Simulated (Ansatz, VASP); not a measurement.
# Two plane-wave programs on TiC

```xyz
2
Lattice="0.0000 2.1665 2.1665 2.1665 0.0000 2.1665 2.1665 2.1665 0.0000" Properties=species:S:1:pos:R:3 pbc="T T T"
Ti    0.0000    0.0000    0.0000
C     2.1665    2.1665    2.1665
```

Alike in both runs: functional PBE; k mesh 12 × 12 × 12; occupations fermi-dirac, width 0.1 eV; no spin polarisation.

Ansatz relaxed the structure, and its values are those at the end. VASP's run is a single point on that final structure, the one shown.

|  | VASP | Ansatz |
| --- | --- | --- |
| version | VASP 6.6.1 | Ansatz 0.2.0 |
| potentials or method | VASP PAW PBE potentials, release 64 (Ti_sv, C) | PAW with Ansatz's default frozen-core files, scalar-relativistic |
| plane-wave cutoff (eV) | 520 | 420 |
| valence electrons in the cell | 16 | 16 |

|  | VASP | Ansatz | Ansatz less VASP |
| --- | --- | --- | --- |
| pressure (GPa) | 0.2 | 0.0 | -0.20 |

The functional is the same, so the differences come from potentials, cutoffs and numerics.
